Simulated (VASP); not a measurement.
# MgO (Pm-3m) in VASP: settings compared

The runs below take MgO through relaxation of cell and atoms, with PBEsol, LDA, PBE.

Program: VASP 6.6.1. These are calculated values, not measurements. Logs are shortened: lines on timing, memory, paths and dates and some standing lists are left out, and cuts for length are marked.

### 1 The cell of the first run

It takes space group Pm-3m (No. 221, cubic). The conventional cell has a = 2.660 Å, b = 2.660 Å, c = 2.660 Å, α = 90.00°, β = 90.00°, γ = 90.00°. Mg (site symmetry m-3m) has 8 O at 2.30 Å and 6 Mg at 2.66 Å within 3.0 Å. O (site symmetry m-3m) has 8 Mg at 2.30 Å and 6 O at 2.66 Å within 3.0 Å.

### 2 Relaxation of cell and atoms, PBEsol

Input file INCAR:

```
PREC     = Accurate       # precision mode
ENCUT    = 600            # plane-wave cutoff, eV
EDIFF    = 1E-6           # SCF threshold, eV
ISMEAR   = -1             # smearing method
SIGMA    = 0.02           # smearing width, eV
LREAL    = F              # projectors in reciprocal space
LASPH    = T              # aspherical terms in the spheres
NELM     = 80             # most SCF steps
ALGO     = Normal         # electronic algorithm
ISIF     = 3              # what is computed and relaxed
LWAVE    = F              # write WAVECAR
LCHARG   = F              # write CHGCAR
GGA      = PS             # functional
IBRION   = 2              # ionic algorithm
NSW      = 80             # ionic steps
EDIFFG   = -0.005         # ionic threshold
```

Input file KPOINTS:

```
Automatic mesh
0
Gamma
  8 8 8
```

Input file POSCAR:

```
MgO
1.0
    2.6598216230      0.0000000000      0.0000000000
    0.0000000000      2.6598216230      0.0000000000
    0.0000000000      0.0000000000      2.6598216230
Mg O
1 1
Direct
    0.0000000000      0.0000000000      0.0000000000
    0.5000000000      0.5000000000      0.5000000000
```

Potentials or basis: VASP PAW PBE potentials, release 64 (Mg, O).

The run is started by

```sh
> cat potpaw_PBE.64/Mg/POTCAR potpaw_PBE.64/O/POTCAR > POTCAR
> mpirun -np 1 vasp_std > vasp.out
```

OUTCAR:

```text
PREC = Accurate
   ENCUT = 600
   EDIFF = 1E-6
   ISMEAR = -1
   LREAL = F
   LASPH = T
   NELM = 80
   ISIF = 3
   GGA = PS
   IBRION = 2
   NSW = 80
   EDIFFG = -0.005

 ion  position               nearest neighbor table
   1  0.000  0.000  0.000-   2 2.30   2 2.30   2 2.30   2 2.30   2 2.30   2 2.30   2 2.30   2 2.30

   2  0.500  0.500  0.500-   1 2.30   1 2.30   1 2.30   1 2.30   1 2.30   1 2.30   1 2.30   1 2.30

  LATTYP: Found a simple cubic cell.
 ALAT       =     2.6598216230

  Lattice vectors:

 A1 = (   2.6598216230,   0.0000000000,   0.0000000000)
 A2 = (   0.0000000000,   2.6598216230,   0.0000000000)
 A3 = (   0.0000000000,   0.0000000000,   2.6598216230)

Analysis of symmetry for initial positions (statically):
=====================================================================
 Subroutine PRICEL returns:
 Original cell was already a primitive cell.

 Routine SETGRP: Setting up the symmetry group for a
 simple cubic supercell.

 Subroutine GETGRP returns: Found 48 space group operations
 (whereof 48 operations were pure point group operations)
 out of a pool of 48 trial point group operations.

The static configuration has the point symmetry O_h .

Analysis of symmetry for dynamics (positions and initial velocities):
=====================================================================
 Subroutine PRICEL returns:
 Original cell was already a primitive cell.

 Routine SETGRP: Setting up the symmetry group for a
 simple cubic supercell.

 Subroutine GETGRP returns: Found 48 space group operations
 (whereof 48 operations were pure point group operations)
 out of a pool of 48 trial point group operations.

The dynamic configuration has the point symmetry O_h .

 Subroutine INISYM returns: Found 48 space group operations
 (whereof 48 operations are pure point group operations),
 and found     1 'primitive' translations

----------------------------------------------------------------------------------------

                                     Primitive cell

  volume of cell :      18.8173

  direct lattice vectors                    reciprocal lattice vectors
     2.659821623  0.000000000  0.000000000     0.375965061  0.000000000  0.000000000
     0.000000000  2.659821623  0.000000000     0.000000000  0.375965061  0.000000000
     0.000000000  0.000000000  2.659821623     0.000000000  0.000000000  0.375965061

[... 91 lines left out ...]
   POTIM  = 0.5000    time-step for ionic-motion
   TEBEG  =    0.0;   TEEND  =   0.0 temperature during run
   PSTRESS=    0.0 pullay stress
   NELECT =       8.0000    total number of electrons
   NUPDOWN=      -1.0000    fix difference up-down
   EMIN   =  10.00;   EMAX   =-10.00  energy-range for DOS
   EFERMI =   0.00;   METHOD = LEGACY
   ISMEAR =    -1;   SIGMA  =   0.02  broadening in eV -4-tet -1-fermi 0-gaus
   EFERMI_NEDOS =   21; number of points for ismear=-14 and -15
   IALGO  =     38    algorithm
   IMIX   =      4    mixing-type and parameters
     AMIX     =   0.40;   BMIX     =  1.00
     AMIX_MAG =   1.60;   BMIX_MAG =  1.00
  volume/ion in A,a.u.               =       9.41        63.49
  Fermi-wavevector in a.u.,A,eV,Ry     =   1.230984  2.326222 20.617193  1.515321
  Thomas-Fermi vector in A             =   2.365811
   LORBIT       =      0    0 simple, 1 ext, 2 COOP (PROOUT), +10 PAW based schemes
   GGA     = PS    functional components
   LHFCALC =     F    Hartree Fock is set to
   AEXX    =    0.0000 exact exchange contribution
   IVDW    =     0    specifies the selected vdW correction
   LEPSILON=     F    determine dielectric tensor
   LRPA    =     F    only Hartree local field effects (RPA)
 conjugate gradient relaxation of ions
 non-spin polarized calculation
  energy-cutoff  :      600.00
  volume of cell :       18.82
 maximum number of plane-waves:       647
 NGX is ok and might be reduce to    24
   NGX = 11   NGY = 11   NGZ = 11

--------------------------------------- Ionic step        1  -------------------------------------------

 number of electron       8.0000001 magnetization

 Free energy of the ion-electron system (eV)
  ---------------------------------------------------
  ext. energy  EPLUGINS =         0.00000000
  ---------------------------------------------------
  free energy    TOTEN  =       -11.02145400 eV

  energy without entropy =      -11.02145400  energy(sigma->0) =      -11.02145400

------------------------ aborting loop because EDIFF is reached ----------------------------------------

  FORCE on cell =-STRESS in cart. coord.  units (eV):
  Direction    XX          YY          ZZ          XY          YZ          ZX
  --------------------------------------------------------------------------------------
  -------------------------------------------------------------------------------------
  Total       -0.5705236     -0.5705236     -0.5705236      0.0000000      0.0000000     -0.0000000
  in kB      -48.5765509    -48.5765509    -48.5765509      0.0000000      0.0000000     -0.0000000
  external PRESSURE =     -48.5765509 kB  Pullay stress =       0.0000000 kB
[... 59 lines left out ...]
--------------------------------------- Ionic step        3  -------------------------------------------

 number of electron       8.0000003 magnetization

 Free energy of the ion-electron system (eV)
  ---------------------------------------------------
  ext. energy  EPLUGINS =         0.00000000
  ---------------------------------------------------
  free energy    TOTEN  =       -11.03161910 eV

  energy without entropy =      -11.03161910  energy(sigma->0) =      -11.03161910

 E-fermi :   5.4229     XC(G=0): -11.5462

 val. band max:        4.9494547752   @ k =   0.5000   0.5000   0.0000
 cond. band min:       7.4636644821   @ k =   0.0000   0.0000   0.0000
 fundamental gap:      2.5142097069
 Fermi energy:         5.4229304226

 k-point     1 :       0.0000    0.0000    0.0000
  band No.  band energies     occupation
      1     -13.5511      2.00000
      2       3.9257      2.00000
      3       3.9257      2.00000
      4       3.9257      2.00000
      5       7.4637      0.00000
      6      15.2360      0.00000
      7      15.2360      0.00000
      8      25.2415      0.00000
[... 243 lines left out ...]
 k-point    24 :       0.5000    0.3750    0.1250
  band No.  band energies     occupation
      1     -11.4371      2.00000
      2      -0.0177      2.00000
      3       0.8089      2.00000
      4       4.1957      2.00000
      5      10.8291      0.00000
      6      15.6466      0.00000
      7      16.1264      0.00000
      8      19.9280      0.00000

 [... further k-points ...]
[... 5 lines left out ...]
  --------------------------------------------------------------------------------------
  -------------------------------------------------------------------------------------
  Total        0.0000384      0.0000384      0.0000384      0.0000000      0.0000000      0.0000000
  in kB        0.0033875      0.0033875      0.0033875      0.0000000      0.0000000      0.0000000
  external PRESSURE =       0.0033875 kB  Pullay stress =       0.0000000 kB
[... 17 lines left out ...]
  FREE ENERGIE OF THE ION-ELECTRON SYSTEM (eV)
  ---------------------------------------------------
  free  energy   TOTEN  =       -11.0316190991 eV

  energy  without entropy=      -11.0316190991  energy(sigma->0) =      -11.03161910

 reached required accuracy - stopping structural energy minimisation
```

OSZICAR:

```text
N       E                     dE             d eps       ncg     rms          rms(c)
DAV:   1     0.146673851663E+02    0.14667E+02   -0.52477E+03   656   0.100E+03
DAV:   2    -0.121412231494E+02   -0.26809E+02   -0.25051E+02   696   0.145E+02
DAV:   3    -0.124820843124E+02   -0.34086E+00   -0.34086E+00   800   0.190E+01
[... 19 lines left out ...]
DAV:   1    -0.110337847513E+02   -0.25271E-02   -0.47907E-02   560   0.226E+00    0.353E-01
DAV:   2    -0.110316596786E+02    0.21251E-02   -0.15853E-02   568   0.923E-01    0.376E-02
DAV:   3    -0.110316321156E+02    0.27563E-04   -0.17331E-04   560   0.149E-01    0.229E-02
DAV:   4    -0.110316195710E+02    0.12545E-04   -0.14468E-05   624   0.356E-02    0.546E-03
DAV:   5    -0.110316190991E+02    0.47198E-06   -0.23929E-06   320   0.123E-02
   3 F= -.11031619E+02 E0= -.11031619E+02  d E =-.101651E-01
```

CONTCAR:

```text
MgO
   1.00000000000000
     2.6288554011896208   -0.0000000000000000   -0.0000000000000000
     0.0000000000000000    2.6288554011896208   -0.0000000000000000
     0.0000000000000000    0.0000000000000000    2.6288554011896208
  Mg              O
     1     1
Direct
     0.0000000000000000    0.0000000000000000    0.0000000000000000
     0.5000000000000000    0.5000000000000000    0.5000000000000000

  0.00000000E+00  0.00000000E+00  0.00000000E+00
  0.00000000E+00  0.00000000E+00  0.00000000E+00
```

Wall time 18 s (1 thread of Intel Xeon 8259CL, shared host); peak memory 0.15 GiB.

What came out:

| Item | Value |
| --- | --- |
| Free energy | -11.0316 eV |
| Relaxed volume | 9.08 Å³/atom |
| Relaxed cell | a = 2.629 Å, b = 2.629 Å, c = 2.629 Å, α = 90.00°, β = 90.00°, γ = 90.00° |
| Space group after relaxing (to 0.05 Å) | Pm-3m (No. 221) |
| Energy gained by relaxing | 5.1 meV/atom |
| Ionic steps | 3 |
| Pressure after relaxing | 0.0 GPa |
| Band gap on the k mesh | 2.51 eV, indirect (least direct gap 3.54 eV) |

The path:
```
step  energy change (eV)  largest force (eV/Å)  pressure (GPa)  volume (Å³)
   1              0.0000                0.0000           -4.86        18.82
   2             -0.0098                0.0000            0.99        18.05
   3             -0.0102                0.0000            0.00        18.17
```

Final structure:
```yaml
crystal:
  lattice:
    - [2.62886, 0.00000, 0.00000]
    - [0.00000, 2.62886, 0.00000]
    - [0.00000, 0.00000, 2.62886]
  atoms:
    - { symbol: Mg, position: [0.00000, 0.00000, 0.00000] }
    - { symbol: O, position: [0.50000, 0.50000, 0.50000] }
```

Levels at points of the mesh, in eV from the valence-band top:
```csv
k point,band 1,band 2,band 3,band 4,band 5,band 6,band 7,band 8
"(0.00, 0.00, 0.00)",-18.50,-1.02,-1.02,-1.02,2.51,10.29,10.29,20.29
"(0.50, 0.00, 0.00)",-17.24,-6.60,-0.57,-0.57,6.96,9.44,14.41,17.28
"(0.50, 0.50, 0.00)",-16.35,-4.78,-4.78,0.00,4.86,12.14,12.14,13.25
"(0.50, 0.50, 0.50)",-15.48,-3.69,-3.69,-3.69,7.38,7.38,7.38,16.40
```

Caveat: the PAW data sets were made with another functional, which shifts forces and pressure a little.

### 3 Relaxation of cell and atoms, LDA

Input file INCAR:

```
ALGO = Normal
EDIFF = 1E-6
EDIFFG = -0.005
ENCUT = 600
IBRION = 2
ISIF = 3
ISMEAR = -1
LASPH = T
LCHARG = F
LREAL = F
LWAVE = F
NELM = 60
NSW = 80
PREC = Accurate
SIGMA = 0.02
```

Input file KPOINTS:

```
k-points
0
Gamma
  8 8 8
```

POSCAR is that of step 2.

Potentials or basis: VASP PAW LDA potentials, release 64 (Mg, O).

The run is started by

```sh
> cat potpaw_LDA.64/Mg/POTCAR potpaw_LDA.64/O/POTCAR > POTCAR
> mpirun -np 1 vasp_std > vasp.out
```

Wall time 16 s (1 thread of Intel Xeon 8259CL, shared host); peak memory 0.14 GiB.

Results (log left out):

```yaml
Free_energy: -11.9248 eV
Relaxed_volume: 8.61 Å³/atom
Relaxed_cell: a = 2.582 Å, b = 2.582 Å, c = 2.582 Å, α = 90.00°, β = 90.00°, γ = 90.00°
Space_group_after_relaxing_to_0.05_Å: Pm-3m (No. 221)
Energy_gained_by_relaxing: 33.0 meV/atom
Ionic_steps: 3
Pressure_after_relaxing: 0.0 GPa
Band_gap_on_the_k_mesh: 3.03 eV, indirect (least direct gap 4.12 eV)
```

The path:
```csv
step,energy change (eV),largest force (eV/Å),pressure (GPa),volume (Å³)
1,0.0000,0.0000,-12.21,18.82
2,-0.0634,0.0000,2.91,16.93
3,-0.0660,0.0000,0.04,17.21
```

Final structure:
```cif
data_structure
_symmetry_space_group_name_H-M 'P 1'
_symmetry_Int_Tables_number 1
_cell_length_a 2.5821
_cell_length_b 2.5821
_cell_length_c 2.5821
_cell_angle_alpha 90.000
_cell_angle_beta 90.000
_cell_angle_gamma 90.000
_cell_volume 17.21
loop_
_atom_site_label
_atom_site_type_symbol
_atom_site_fract_x
_atom_site_fract_y
_atom_site_fract_z
_atom_site_occupancy
Mg1 Mg 0.00000 0.00000 0.00000 1
O1 O 0.50000 0.50000 0.50000 1
```

Levels at points of the mesh, in eV from the valence-band top:
| k point | band 1 | band 2 | band 3 | band 4 | band 5 | band 6 | band 7 | band 8 |
| --- | --- | --- | --- | --- | --- | --- | --- | --- |
| (0.00, 0.00, 0.00) | -18.69 | -1.09 | -1.09 | -1.09 | 3.03 | 10.31 | 10.31 | 20.93 |
| (0.50, 0.00, 0.00) | -17.27 | -6.96 | -0.62 | -0.62 | 7.40 | 9.89 | 14.57 | 17.58 |
| (0.50, 0.50, 0.00) | -16.27 | -5.07 | -5.07 | 0.00 | 4.92 | 12.58 | 12.58 | 13.67 |
| (0.50, 0.50, 0.50) | -15.27 | -3.95 | -3.95 | -3.95 | 7.49 | 7.49 | 7.49 | 17.07 |

A k mesh can miss the band edges. As with any semilocal functional, this LDA gap is likely too small.

### 4 Relaxation of cell and atoms, PBE

This run uses another cell than the first one, of 7.36 Å³/atom, 0.782 times its volume.

Input file INCAR:

```
ALGO     = Normal         # electronic algorithm
EDIFF    = 1E-6           # SCF threshold, eV
EDIFFG   = -0.005         # ionic threshold
ENCUT    = 600            # plane-wave cutoff, eV
GGA      = PE             # functional
IBRION   = 2              # ionic algorithm
ISIF     = 3              # what is computed and relaxed
ISMEAR   = -1             # smearing method
LASPH    = T              # aspherical terms in the spheres
LCHARG   = F              # write CHGCAR
LREAL    = F              # projectors in reciprocal space
LWAVE    = F              # write WAVECAR
NELM     = 60             # most SCF steps
NSW      = 80             # ionic steps
PREC     = Accurate       # precision mode
SIGMA    = 0.02           # smearing width, eV
```

Input file KPOINTS:

```
k-points
0
Gamma
  10 10 10
```

Input file POSCAR:

```
MgO
1.0
    2.4508276440      0.0000000000      0.0000000000
    0.0000000000      2.4508276440      0.0000000000
    0.0000000000      0.0000000000      2.4508276440
Mg O
1 1
Direct
    0.0000000000      0.0000000000      0.0000000000
    0.5000000000      0.5000000000      0.5000000000
```

Potentials or basis: VASP PAW PBE potentials, release 64 (Mg, O).

The run is started by

```sh
> cat potpaw_PBE.64/Mg/POTCAR potpaw_PBE.64/O/POTCAR > POTCAR
> mpirun -np 1 vasp_std > vasp.out
```

Run time: 34 s. Hardware: 1 thread of Intel Xeon 8259CL, shared host; peak memory 0.13 GiB.

Results (log left out):

* Free energy: -10.3964 eV
* Relaxed volume: 9.36 Å³/atom
* Relaxed cell: a = 2.655 Å, b = 2.655 Å, c = 2.655 Å, α = 90.00°, β = 90.00°, γ = 90.00°
* Space group after relaxing (to 0.05 Å): Pm-3m (No. 221)
* Energy gained by relaxing: 280.8 meV/atom
* Ionic steps: 5
* Pressure after relaxing: 0.0 GPa
* Band gap on the k mesh: 2.30 eV, indirect (least direct gap 3.28 eV)

The path:
```
step  energy change (eV)  largest force (eV/Å)  pressure (GPa)  volume (Å³)
   1              0.0000                0.0000           55.27        14.72
   2             -0.4732                0.0000          -12.40        20.82
   3             -0.5616                0.0000            0.46        18.66
   4             -0.5616                0.0000           -0.20        18.74
   5             -0.5616                0.0000            0.01        18.71
```

Final structure:
```
Mg O
1.0
     2.65487    0.00000    0.00000
     0.00000    2.65487    0.00000
     0.00000    0.00000    2.65487
Mg O
1 1
Cartesian
  2.6549 0.0000 2.6549
  1.3274 1.3274 1.3274
```

Levels at points of the mesh, in eV from the valence-band top:
| k point | band 2 | band 3 | band 4 | band 5 | band 6 | band 7 |
| --- | --- | --- | --- | --- | --- | --- |
| (0.00, 0.00, 0.00) | -0.98 | -0.98 | -0.98 | 2.30 | 10.40 | 10.40 |
| (0.50, 0.00, 0.00) | -6.35 | -0.54 | -0.54 | 6.81 | 9.17 | 14.41 |
| (0.50, 0.50, 0.00) | -4.58 | -4.58 | 0.00 | 4.85 | 11.92 | 11.92 |
| (0.50, 0.50, 0.50) | -3.51 | -3.51 | -3.51 | 7.38 | 7.38 | 7.38 |

Caveat: the volume moved by over 15 % at a fixed basis, so the end points are rough.

### 5 Overview

| level | potentials or basis | cell | k mesh | gap on the mesh (eV) | pressure (GPa) | relaxed volume (Å³/atom) |
| --- | --- | --- | --- | --- | --- | --- |
| PBEsol | VASP PAW PBE potentials, release 64 (Mg, O) | relaxed from a = 2.660 Å, 2 atoms | 8 × 8 × 8 | 2.51 | 0.0 | 9.08 |
| LDA | VASP PAW LDA potentials, release 64 (Mg, O) | relaxed from a = 2.660 Å, 2 atoms | 8 × 8 × 8 | 3.03 | 0.0 | 8.61 |
| PBE | VASP PAW PBE potentials, release 64 (Mg, O) | relaxed from a = 2.451 Å, 2 atoms | 10 × 10 × 10 | 2.30 | 0.0 | 9.36 |

Alike in all rows: task relaxation of cell and atoms; no spin polarisation; cutoff (eV) 600; smearing fermi-dirac 0.02 eV.

Caveats: the PAW data sets were made with another functional, which shifts forces and pressure a little (some runs); the volume moved by over 15 % at a fixed basis, so the end points are rough (some runs).

Absolute energies hang on the potentials; compare differences alone.
